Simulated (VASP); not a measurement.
Write the native input for VASP 6.6.1 that does the following.

```yaml
Task: single point
Functional: PBE
Potentials_or_basis: VASP PAW PBE potentials, release 64 (Zn)
Cutoff: 520 eV
k_mesh: 12 × 12 × 12
Occupations: gaussian, width 0.016 eV
Spin: no spin polarisation
Dipole_correction: no
Further_INCAR_settings: ALGO = Normal; EDIFF = 1e-07; NBANDS = 12
```

The structure of Zn lies in POSCAR:

```
Zn
1.0
   -1.5690370000      1.5690370000      1.5690370000
    1.5690370000     -1.5690370000      1.5690370000
    1.5690370000      1.5690370000     -1.5690370000
Zn
1
Direct
    0.0000000000      0.0000000000      0.0000000000
```

The input as run:

INCAR

```
ALGO = Normal ; EDIFF = 1E-7
ENCUT = 520 ; GGA = PE
ISIF = 2 ; ISMEAR = 0
LASPH = True ; LCHARG = False
LREAL = False ; LWAVE = False
NBANDS = 12 ; NELM = 80
PREC = Accurate ; SIGMA = 0.016
```

KPOINTS

```
k-points
0
Gamma
  12 12 12
```

Potentials or basis: VASP PAW PBE potentials, release 64 (Zn).

Run with:

```sh
$ cat potpaw_PBE.64/Zn/POTCAR > POTCAR
$ mpirun -np 1 vasp_std > vasp.out
```

It gave:

```yaml
Pressure: 0.1 GPa
Band_gap_on_the_k_mesh: zero (band 6 reaches 7.27 eV, above the bottom of band 7 at 2.09 eV)
```

Wall time 4.7 s on 1 thread of Intel(R) Xeon(R) 6975P-C (Granite Rapids), with other jobs on the host, peak memory 0.12 GiB.
